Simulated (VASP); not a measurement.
Input of a VASP 6.6.1 run:

File POSCAR:

```
Hf
1.0
    0.0000000000      2.2200000000      2.2200000000
    2.2200000000      0.0000000000      2.2200000000
    2.2200000000      2.2200000000      0.0000000000
Hf
1
Direct
    0.0000000000      0.0000000000      0.0000000000
```

INCAR.step1

```
ALGO = Fast
EDIFF = 1E-6
ENCUT = 520
GGA = RP
ISIF = 2
ISMEAR = 1
IVDW = 12
LASPH = T
LCHARG = T
LMAXMIX = 4
LREAL = F
LWAVE = F
NBANDS = 11
NELM = 60
PREC = Accurate
SIGMA = 0.01
```

The input KPOINTS.step1:

```
k-points
0
Gamma
  10 10 10
```

Contents of INCAR.step2:

```
ALGO = Fast
EDIFF = 1E-6
ENCUT = 520
GGA = RP
ICHARG = 11
ISIF = 2
ISMEAR = -5
IVDW = 12
LASPH = T
LCHARG = F
LMAXMIX = 4
LORBIT = 10
LREAL = F
LWAVE = F
NBANDS = 11
NEDOS = 1001
NELM = 60
PREC = Accurate
SIGMA = 0.01
```

KPOINTS.step2

```
k-points
0
Gamma
  15 15 15
```

Potentials or basis: VASP PAW PBE potentials, release 64 (Hf_pv).

The run is started by

```sh
$ cat potpaw_PBE.64/Hf_pv/POTCAR > POTCAR
$ cp INCAR.step1 INCAR
$ cp KPOINTS.step1 KPOINTS
$ mpirun -np 1 vasp_std > vasp.out
$ cp INCAR.step2 INCAR
$ cp KPOINTS.step2 KPOINTS
$ mpirun -np 1 vasp_std > vasp.out
```

Problem. What does it give for the dispersion energy per atom?

Solution. -3.563 eV.
